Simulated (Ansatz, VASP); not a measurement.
**One calculation of Ta, two programs**

```
Ta
1.0
    -1.65336    1.65336    1.65336
     1.65336   -1.65336    1.65336
     1.65336    1.65336   -1.65336
Ta
1
Direct
  0.00000 0.00000 0.00000
```

Alike in both runs: task single point; functional r2SCAN; k mesh 13 × 13 × 13; occupations fermi-dirac, width 1 eV; no spin polarisation.

|  | VASP | Ansatz |
| --- | --- | --- |
| version | VASP 6.6.1 | Ansatz 0.2.0 |
| potentials or method | VASP PAW PBE potentials, release 64 (Ta_pv), cutoff 520 eV | plane waves (500 eV) with PAW, scalar-relativistic |
| valence electrons in the cell | 11 | 13 |

Ansatz gave:

* pressure (GPa): 12.2

**Question.** What did VASP give for the same quantities?

**Answer.** Pressure (GPa): 12.9.

VASP's potentials were made for PBE, not for r2SCAN. With one functional, cell and mesh, what is left measures potentials, basis and numerics. VASP's potentials hold 11 valence electrons a cell and Ansatz's 13, so a difference there can come from the potentials and not from the codes.

Neither program's run includes spin-orbit coupling.
